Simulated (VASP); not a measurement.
Here is a VASP 6.6.1 calculation.

Contents of POSCAR:

```
LuC
1.0
    0.0000000000      2.6115187936      2.6115187936
    2.6115187936      0.0000000000      2.6115187936
    2.6115187936      2.6115187936      0.0000000000
Lu C
1 1
Direct
    0.0000000000      0.0000000000      0.0000000000
    0.2500000000      0.2500000000      0.2500000000
```

INCAR.step1

```
PREC     = Accurate       # precision mode
ENCUT    = 520            # plane-wave cutoff, eV
ISMEAR   = 0              # smearing method
SIGMA    = 0.05           # smearing width, eV
LREAL    = False          # projectors in reciprocal space
LASPH    = True           # aspherical terms in the spheres
NELM     = 80             # most SCF steps
NBANDS   = 22             # bands
GGA      = PE             # functional
ALGO     = Normal         # electronic algorithm
EDIFF    = 1E-4           # SCF threshold, eV
LWAVE    = True           # write WAVECAR
LCHARG   = False          # write CHGCAR
```

INCAR.step2

```
PREC     = Accurate       # precision mode
ENCUT    = 520            # plane-wave cutoff, eV
EDIFF    = 1E-6           # SCF threshold, eV
ISMEAR   = 0              # smearing method
SIGMA    = 0.05           # smearing width, eV
LREAL    = False          # projectors in reciprocal space
LASPH    = True           # aspherical terms in the spheres
NELM     = 80             # most SCF steps
ALGO     = Normal         # electronic algorithm
ISIF     = 2              # what is computed and relaxed
LWAVE    = False          # write WAVECAR
LCHARG   = True           # write CHGCAR
METAGGA  = R2SCAN         # meta-GGA
LMIXTAU  = True         
LELF     = True           # ELF
LVHAR    = True         
NBANDS   = 22             # bands
ISTART   = 1
```

The input KPOINTS:

```
Automatic mesh
0
Gamma
  12 12 12
```

Potentials or basis: VASP PAW PBE potentials, release 64 (Lu, C).

Command:

```sh
$ cat potpaw_PBE.64/Lu/POTCAR potpaw_PBE.64/C/POTCAR > POTCAR
$ cp INCAR.step1 INCAR
$ mpirun -np 1 vasp_std > vasp.out
$ cp INCAR.step2 INCAR
$ mpirun -np 1 vasp_std > vasp.out
```

Problem. Predict the pressure.

Solution. 3.1 GPa.

Problem. What does it give for the band gap on the k mesh?

Solution. Zero (an odd number of electrons rules out a gap without spin polarisation).

Caveat: the cell stands under pressure; the PAW data sets were made with another functional, which shifts forces and pressure a little; spin-orbit coupling is left out, which moves the levels of the heavy elements; an odd number of electrons without spin polarisation forces a metal; a magnetic or distorted state may lie lower.
